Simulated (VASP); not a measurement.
# Co3W2 (P6_3/mmc) in VASP: relaxation of cell and atoms with PBE

Aim: the relaxation of cell and atoms of Co3W2 with PBE.

Everything below comes from runs of VASP 6.6.1. Logs are shortened: lines on timing, memory, paths and dates and some standing lists are left out, and cuts for length are marked.

### 1 The cell of the first run

Symmetry: P6_3/mmc, No. 194, hexagonal system. The conventional cell has a = 2.637 Å, b = 2.637 Å, c = 21.935 Å, α = 90.00°, β = 90.00°, γ = 120.00°. Co (site symmetry -6m2) has 12 Co at 2.64 to 2.67 Å within 3.5 Å. Co (site symmetry 3m) has 9 Co at 2.64 to 2.67 Å and 3 W at 2.67 Å within 3.5 Å. W (site symmetry 3m) has 9 W at 2.64 to 2.67 Å and 3 Co at 2.67 Å within 3.5 Å.

### 2 Relaxation of cell and atoms, PBE, collinear spin, ferromagnetic start

Input file INCAR:

```
SYSTEM = Co3W2
PREC = Accurate ; ENCUT = 600
EDIFF = 1E-6 ; ISMEAR = 0
SIGMA = 0.1 ; LREAL = .False.
LASPH = .True. ; NELM = 150
ALGO = Fast ; ISIF = 3
LWAVE = .False. ; LCHARG = .False.
ISPIN = 2 ; MAGMOM = 3 3 3 3 3 3 0 0 0 0
LORBIT = 11 ; LMAXMIX = 4
GGA = PE ; IBRION = 2
NSW = 90 ; EDIFFG = -0.04
```

Input file KPOINTS:

```
Automatic mesh
0
Gamma
  6 6 1
  0 0 0
```

Input file POSCAR:

```
Co3W2
1.0
    2.6369121300      0.0000000000      0.0000000000
   -1.3184560700      2.2836328900      0.0000000000
    0.0000000000      0.0000000000     21.9353269800
Co W
6 4
Direct
    0.3333333300      0.6666666700      0.2500000000
    0.3333333300      0.6666666700      0.6500000000
    0.3333333300      0.6666666700      0.8500000000
    0.6666666700      0.3333333300      0.1500000000
    0.6666666700      0.3333333300      0.3500000000
    0.6666666700      0.3333333300      0.7500000000
    0.3333333300      0.6666666700      0.0500000000
    0.3333333300      0.6666666700      0.4500000000
    0.6666666700      0.3333333300      0.5500000000
    0.6666666700      0.3333333300      0.9500000000
```

Potentials or basis: VASP PAW PBE potentials, release 64 (Co, W_sv).

Launch:

```console
cat potpaw_PBE.64/Co/POTCAR potpaw_PBE.64/W_sv/POTCAR > POTCAR
mpirun -np 1 vasp_std > vasp.out
```

OUTCAR:

```text
SYSTEM = Co3W2
   PREC = Accurate
   ENCUT = 600
   EDIFF = 1E-6
   ISMEAR = 0
   LREAL = .False.
   LASPH = .True.
   NELM = 150
   ISIF = 3
   ISPIN = 2
   LORBIT = 11
   GGA = PE
   IBRION = 2
   NSW = 90
   EDIFFG = -0.04

 ion  position               nearest neighbor table
   1  0.333  0.667  0.250-   4 2.67   5 2.67   4 2.67   5 2.67   4 2.67   5 2.67
   2  0.333  0.667  0.650-   6 2.67   9 2.67   6 2.67   9 2.67   6 2.67   9 2.67
   3  0.333  0.667  0.850-   6 2.67  10 2.67   6 2.67  10 2.67   6 2.67  10 2.67
   4  0.667  0.333  0.150-   1 2.67   7 2.67   1 2.67   7 2.67   1 2.67   7 2.67
   5  0.667  0.333  0.350-   1 2.67   8 2.67   1 2.67   8 2.67   1 2.67   8 2.67
   6  0.667  0.333  0.750-   2 2.67   3 2.67   2 2.67   3 2.67   2 2.67   3 2.67
   7  0.333  0.667  0.050-  10 2.67   4 2.67  10 2.67   4 2.67  10 2.67   4 2.67
   8  0.333  0.667  0.450-   9 2.67   5 2.67   9 2.67   5 2.67   9 2.67   5 2.67
   9  0.667  0.333  0.550-   8 2.67   2 2.67   8 2.67   2 2.67   8 2.67   2 2.67
  10  0.667  0.333  0.950-   7 2.67   3 2.67   7 2.67   3 2.67   7 2.67   3 2.67

  LATTYP: Found a hexagonal cell.
 ALAT       =     2.6369121300
 C/A-ratio  =     8.3185657688

  Lattice vectors:

 A1 = (   2.6369121300,   0.0000000000,   0.0000000000)
 A2 = (  -1.3184560700,   2.2836328900,   0.0000000000)
 A3 = (   0.0000000000,   0.0000000000,  21.9353269800)

Analysis of symmetry for initial positions (statically):
=====================================================================
 Subroutine PRICEL returns:
 Original cell was already a primitive cell.

 Routine SETGRP: Setting up the symmetry group for a
 hexagonal supercell.

 Subroutine GETGRP returns: Found 24 space group operations
 (whereof 12 operations were pure point group operations)
 out of a pool of 24 trial point group operations.

The static configuration has the point symmetry D_3d.
 The point group associated with its full space group is D_6h.

Analysis of symmetry for dynamics (positions and initial velocities):
=====================================================================
 Subroutine PRICEL returns:
 Original cell was already a primitive cell.

 Routine SETGRP: Setting up the symmetry group for a
 hexagonal supercell.

 Subroutine GETGRP returns: Found 24 space group operations
 (whereof 12 operations were pure point group operations)
 out of a pool of 24 trial point group operations.

The dynamic configuration has the point symmetry D_3d.
 The point group associated with its full space group is D_6h.

Analysis of structural, dynamic, and magnetic symmetry:
=====================================================================
 Subroutine PRICEL returns:
 Original cell was already a primitive cell.

 Routine SETGRP: Setting up the symmetry group for a
 hexagonal supercell.

 Subroutine GETGRP returns: Found 24 space group operations
 (whereof 12 operations were pure point group operations)
 out of a pool of 24 trial point group operations.

The overall configuration has the point symmetry D_3d.
 The point group associated with its full space group is D_6h.

 Subroutine INISYM returns: Found 24 space group operations
 (whereof 12 operations are pure point group operations),
 and found     1 'primitive' translations

----------------------------------------------------------------------------------------

                                     Primitive cell

  volume of cell :     132.0888

  direct lattice vectors                    reciprocal lattice vectors
     2.636912130  0.000000000  0.000000000     0.379231446  0.218949378  0.000000000
    -1.318456070  2.283632890  0.000000000     0.000000000  0.437898755  0.000000000
     0.000000000  0.000000000 21.935326980     0.000000000  0.000000000  0.045588561

  length of vectors
     2.636912130  2.636912131 21.935326980     0.437898755  0.437898755  0.045588561

  position of ions in fractional coordinates (direct lattice)
     0.333333330  0.666666670  0.250000000
     0.333333330  0.666666670  0.650000000
     0.333333330  0.666666670  0.850000000
     0.666666670  0.333333330  0.150000000
     0.666666670  0.333333330  0.350000000
[... 84 lines left out ...]
   NUPDOWN=      -1.0000    fix difference up-down
   EMIN   =  10.00;   EMAX   =-10.00  energy-range for DOS
   EFERMI =   0.00;   METHOD = LEGACY
   ISMEAR =     0;   SIGMA  =   0.10  broadening in eV -4-tet -1-fermi 0-gaus
   EFERMI_NEDOS =   21; number of points for ismear=-14 and -15
   IALGO  =     68    algorithm
   IMIX   =      4    mixing-type and parameters
     AMIX     =   0.40;   BMIX     =  1.00
     AMIX_MAG =   1.60;   BMIX_MAG =  1.00
  volume/ion in A,a.u.               =      13.21        89.14
  Fermi-wavevector in a.u.,A,eV,Ry     =   1.540223  2.910600 32.276938  2.372288
  Thomas-Fermi vector in A             =   2.646341
   LORBIT       =     11    0 simple, 1 ext, 2 COOP (PROOUT), +10 PAW based schemes
   GGA     = PE    functional components
   LHFCALC =     F    Hartree Fock is set to
   AEXX    =    0.0000 exact exchange contribution
   IVDW    =     0    specifies the selected vdW correction
   LEPSILON=     F    determine dielectric tensor
   LRPA    =     F    only Hartree local field effects (RPA)
 conjugate gradient relaxation of ions
 spin polarized calculation
 RMM-DIIS sequential band-by-band and
 Gauss-broadening in eV      SIGMA  =   0.10
  energy-cutoff  :      600.00
  volume of cell :      132.09
 maximum number of plane-waves:      4432
 NGX is ok and might be reduce to    24
   NGX = 11   NGY = 11   NGZ = 87

--------------------------------------- Ionic step        1  -------------------------------------------

 number of electron     110.0000004 magnetization      10.1005916

 number of electron     110.0000005 magnetization       7.7533501

 Free energy of the ion-electron system (eV)
  ---------------------------------------------------
  ext. energy  EPLUGINS =         0.00000000
  ---------------------------------------------------
  free energy    TOTEN  =       -88.97487007 eV

  energy without entropy =      -88.91898907  energy(sigma->0) =      -88.94692957

------------------------ aborting loop because EDIFF is reached ----------------------------------------

  FORCE on cell =-STRESS in cart. coord.  units (eV):
  Direction    XX          YY          ZZ          XY          YZ          ZX
  --------------------------------------------------------------------------------------
  -------------------------------------------------------------------------------------
  Total       11.6200598     11.6200598      8.9802115     -0.0000000      0.0000000      0.0000000
  in kB      140.9460423    140.9460421    108.9258823     -0.0000003      0.0000000      0.0000000
  external PRESSURE =     130.2726556 kB  Pullay stress =       0.0000000 kB
[... 113 lines left out ...]
  FREE ENERGIE OF THE ION-ELECTRON SYSTEM (eV)
  ---------------------------------------------------
  free  energy   TOTEN  =       -90.2569175718 eV

  energy  without entropy=      -90.1964824156  energy(sigma->0) =      -90.22669999

 E-fermi :   9.3275     XC(G=0): -12.9160

 val. band max:        9.3225239519   @ k =   0.0000   0.0000   0.0000
 cond. band min:       9.3302452982   @ k =   0.1667  -0.0000   0.0000
 fundamental gap:      0.0077213463
 Fermi energy:         9.3274838160

 spin component 1

 k-point     1 :       0.0000    0.0000    0.0000
  band No.  band energies     occupation
      1     -64.4223      1.00000
      2     -64.4223      1.00000
      3     -64.3802      1.00000
      4     -64.3802      1.00000
      5     -28.9970      1.00000
      6     -28.9970      1.00000
[... 972 lines left out ...]
     66      12.2794      0.00000
     67      14.0778      0.00000
 [bands above 67 left out]

[... ionic steps 4 to 11 ...]

--------------------------------------- Ionic step       12  -------------------------------------------

 number of electron     110.0000010 magnetization       5.7065478

------------------------ aborting loop because EDIFF is reached ----------------------------------------
[... 83 lines left out ...]
--------------------------------------- Ionic step       14  -------------------------------------------

 number of electron     110.0000006 magnetization       5.7220831

 Free energy of the ion-electron system (eV)
  ---------------------------------------------------
  ext. energy  EPLUGINS =         0.00000000
  ---------------------------------------------------
  free energy    TOTEN  =       -91.09275846 eV

  energy without entropy =      -91.03482626  energy(sigma->0) =      -91.06379236

 E-fermi :  10.1899     XC(G=0): -13.3085

 val. band max:       10.1745110424   @ k =   0.0000   0.0000   0.0000
 cond. band min:      10.2024440681   @ k =   0.1667   0.1667   0.0000
 fundamental gap:      0.0279330257
 Fermi energy:        10.1899230046

 spin component 1

 k-point     1 :       0.0000    0.0000    0.0000
  band No.  band energies     occupation
      1     -63.5598      1.00000
      2     -63.5598      1.00000
      3     -63.5253      1.00000
      4     -63.5253      1.00000
      5     -28.1103      1.00000
      6     -28.1103      1.00000
[... 972 lines left out ...]
     66      13.0320      0.00000
     67      14.8532      0.00000
 [bands above 67 left out]

------------------------ aborting loop because EDIFF is reached ----------------------------------------

  FORCE on cell =-STRESS in cart. coord.  units (eV):
  Direction    XX          YY          ZZ          XY          YZ          ZX
  --------------------------------------------------------------------------------------
  -------------------------------------------------------------------------------------
  Total        0.0511701      0.0511701      0.0871027     -0.0000000      0.0000000      0.0000000
  in kB        0.6187834      0.6187834      1.0533045     -0.0000000      0.0000000      0.0000000
  external PRESSURE =       0.7636238 kB  Pullay stress =       0.0000000 kB
[... 25 lines left out ...]
  FREE ENERGIE OF THE ION-ELECTRON SYSTEM (eV)
  ---------------------------------------------------
  free  energy   TOTEN  =       -91.0927584617 eV

  energy  without entropy=      -91.0348262616  energy(sigma->0) =      -91.06379236

 reached required accuracy - stopping structural energy minimisation

 total charge

# of ion       s       p       d       tot
------------------------------------------
    1        0.457   0.433   7.216   8.107
    2        0.460   0.473   7.292   8.226
    3        0.460   0.473   7.292   8.226
    4        0.460   0.473   7.292   8.226
    5        0.460   0.473   7.292   8.226
    6        0.457   0.433   7.216   8.107
    7        2.429   6.332   3.420  12.181
    8        2.429   6.332   3.420  12.181
    9        2.429   6.332   3.420  12.181
   10        2.429   6.332   3.420  12.181
--------------------------------------------------
tot         12.472  28.088  57.281  97.841

 magnetization (x)

# of ion       s       p       d       tot
------------------------------------------
    1       -0.008  -0.042   1.625   1.575
    2       -0.009  -0.037   0.894   0.848
    3       -0.009  -0.037   0.894   0.848
    4       -0.009  -0.037   0.894   0.848
    5       -0.009  -0.037   0.894   0.848
    6       -0.008  -0.042   1.625   1.575
    7       -0.006  -0.025  -0.093  -0.124
    8       -0.006  -0.025  -0.093  -0.124
    9       -0.006  -0.025  -0.093  -0.124
   10       -0.006  -0.025  -0.093  -0.124
--------------------------------------------------
tot         -0.075  -0.331   6.453   6.046
```

Run time: 74 min. Hardware: 1 thread of Oxide Virtual Turin-like, shared host; peak memory 0.46 GiB.

What came out:

```yaml
Free_energy: -91.0928 eV
Relaxed_volume: 13.25 Å³/atom
Relaxed_cell: a = 2.697 Å, b = 2.697 Å, c = 21.028 Å, α = 90.00°, β = 90.00°, γ = 120.00°
Space_group_after_relaxing_to_0.1_Å: P6_3/mmc (No. 194)
Energy_gained_by_relaxing: 211.8 meV/atom
Ionic_steps: 14
Pressure_after_relaxing: 0.1 GPa
Largest_force_after_relaxing: 0.020 eV/Å
Net_moment: 5.72 μB per cell
Site_moments: Co +1.57, +0.85 (each value once); W -0.12 μB
Valence_electrons_inside_the_program's_atomic_spheres: Co 8.11, 8.23 (each value once); W 12.18
```

Forces on the atoms (eV/Å):
```
Co   0.000  0.000  0.000
Co   0.000  0.000 -0.020
Co   0.000  0.000  0.020
Co   0.000  0.000 -0.020
Co   0.000  0.000  0.020
Co   0.000  0.000  0.000
W    0.000  0.000  0.014
W    0.000  0.000 -0.014
W    0.000  0.000  0.014
W    0.000  0.000 -0.014
```

The path:
```
step  energy change (eV)  largest force (eV/Å)  pressure (GPa)  volume (Å³)
   1              0.0000                4.8165           13.03       132.09
   2             -0.1062                0.8579          -20.39       153.70
   3             -1.2820                0.7242           -7.55       141.63
   4             -1.2840                0.8065           -7.13       141.30
   5             -1.7604                1.0442            2.73       133.15
   6             -1.7645                1.1027            4.01       132.35
   7             -2.0085                0.6543           -0.29       133.37
   8             -2.0164                0.5379           -1.05       133.57
   9             -2.0971                0.1560            0.75       132.21
  10             -2.1024                0.1195            1.34       131.79
  11             -2.1109                0.0743           -1.76       133.51
  12             -2.1159                0.0614           -0.68       132.85
  13             -2.1162                0.0326            0.60       132.15
  14             -2.1179                0.0197            0.08       132.49
```

Final structure:
```xyz
10
Lattice="2.6973 0.0000 0.0000 -1.3486 2.3359 0.0000 0.0000 0.0000 21.0284" Properties=species:S:1:pos:R:3 pbc="T T T"
Co    0.0000    1.5573    5.2571
Co    0.0000    1.5573   13.8585
Co    0.0000    1.5573   17.6841
Co    1.3486    0.7786    3.3443
Co    1.3486    0.7786    7.1699
Co    1.3486    0.7786   15.7713
W     0.0000    1.5573    1.2532
W     0.0000    1.5573    9.2610
W     1.3486    0.7786   11.7674
W     1.3486    0.7786   19.7752
```

Levels at points of the mesh, in eV from the Fermi level:
Spin up:
```csv
k point,band 55,band 56,band 57,band 58,band 59,band 60,band 61,band 62,band 63,band 64
"(0.00, 0.00, 0.00)",-0.97,-0.91,-0.91,-0.89,-0.05,-0.05,-0.02,-0.02,0.06,0.06
"(0.50, 0.00, 0.00)",-0.05,0.10,0.17,0.90,1.21,1.32,1.34,1.39,1.71,2.21
```
Spin down:
```
           k point  band 49  band 50  band 51  band 52  band 53  band 54  band 55  band 56
(0.00, 0.00, 0.00)    -0.57    -0.53    -0.53    -0.42    -0.35    -0.35    -0.15    -0.15
(0.50, 0.00, 0.00)     0.24     0.37     0.52     0.53     0.66     0.70     0.85     0.85
```

Caveat: the k points lie up to 0.45 Å⁻¹ apart in the final cell; spin-orbit coupling is left out, which moves the levels of the heavy elements.
